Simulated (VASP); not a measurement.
A run of VASP 6.6.1 is set up as follows.

Contents of POSCAR:

```
C
1.0
    0.0000000000      1.7951807415      1.7951807415
    1.7951807415      0.0000000000      1.7951807415
    1.7951807415      1.7951807415      0.0000000000
C
2
Direct
    0.7500000000      0.7500000000      0.7500000000
    0.5000000000      0.5000000000      0.5000000000
```

INCAR.step1

```
SYSTEM = C
PREC = Accurate ; ENCUT = 1430
ISMEAR = -1 ; SIGMA = 0.05
LREAL = .False. ; LASPH = .True.
NELM = 120 ; NBANDS = 11
GGA = PE ; ALGO = Normal
EDIFF = 1E-5 ; LWAVE = .True.
LCHARG = .False. ; GGA_COMPAT = .False.
```

File INCAR.step2:

```
SYSTEM = C
PREC = Accurate ; ENCUT = 1430
EDIFF = 1E-6 ; ISMEAR = -1
SIGMA = 0.05 ; LREAL = .False.
LASPH = .True. ; NELM = 120
ALGO = Normal ; ISIF = 2
LWAVE = .False. ; LCHARG = .False.
METAGGA = R2SCAN ; LMIXTAU = .True.
IVDW = 12 ; NBANDS = 11
VDW_S6 = 1.0 ; VDW_S8 = 0.78981345
VDW_A1 = 0.49484001 ; VDW_A2 = 5.73083694
ISTART = 1 ; GGA_COMPAT = .False.
```

The input KPOINTS:

```
regular mesh
0
Gamma
  13 13 13
  0 0 0
```

Potentials or basis: VASP PAW PBE potentials, release 64 (C_h).

Command:

```sh
$ cat potpaw_PBE.64/C_h/POTCAR > POTCAR
$ cp INCAR.step1 INCAR
$ mpirun -np 1 vasp_std > vasp.out
$ cp INCAR.step2 INCAR
$ mpirun -np 1 vasp_std > vasp.out
```

Problem. Predict the pressure.

Solution. -13.9 GPa.

Problem. What does it give for the dispersion energy per atom?

Solution. -0.088 eV.

Problem. Estimate the band gap on the k mesh.

Solution. 4.32 eV (least direct gap 5.82 eV).

Caveat: the cell stands under tension; the PAW data sets were made with another functional, which shifts forces and pressure a little; an odd mesh through Γ misses points on the zone boundary, where band edges can lie. r2SCAN opens gaps a little over a GGA but as a rule still falls short of measured ones.
